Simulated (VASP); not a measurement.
Wanted: the native input for a VASP 6.6.1 run.

- Task: single point
- Functional: LDA
- Potentials or basis: VASP PAW LDA potentials, release 64 (Al)
- Cutoff: 520 eV
- k mesh: 18 × 18 × 10
- Occupations: fermi-dirac, width 0.15 eV
- Spin: no spin polarisation
- Dipole correction: no
- Further INCAR settings: ALGO = Normal; EDIFF = 1e-06; NBANDS = 10

The structure of Al lies in POSCAR:

```
Al
1.0
    2.8351802029      0.0000000000      0.0000000000
   -1.4175901014      2.4553380800      0.0000000000
    0.0000000000      0.0000000000      4.6756823840
Al
2
Direct
    0.6666666667      0.3333333333      0.7500000000
    0.3333333333      0.6666666667      0.2500000000
```

This isn't the form of Al at room conditions, which is fcc.

These files were run (other wordings do the same):

INCAR

```
PREC = Accurate
ENCUT = 520
EDIFF = 1E-6
ISMEAR = -1
SIGMA = 0.15
LREAL = F
LASPH = T
NELM = 100
ALGO = Normal
ISIF = 2
LWAVE = F
LCHARG = T
LELF = T
LVHAR = T
NBANDS = 10
```

KPOINTS

```
regular mesh
0
Gamma
  18 18 10
```

Potentials or basis: VASP PAW LDA potentials, release 64 (Al).

Launch:

```sh
$ cat potpaw_LDA.64/Al/POTCAR > POTCAR
$ mpirun -np 1 vasp_std > vasp.out
```

Results of the run:

The pressure is -1.4 GPa. The band gap on the k mesh is zero (bands 3 and 4 overlap by 7.31 eV).

Wall time 34 s on 1 thread of Intel Xeon 8259CL, with other jobs on the host, peak memory 0.18 GiB.
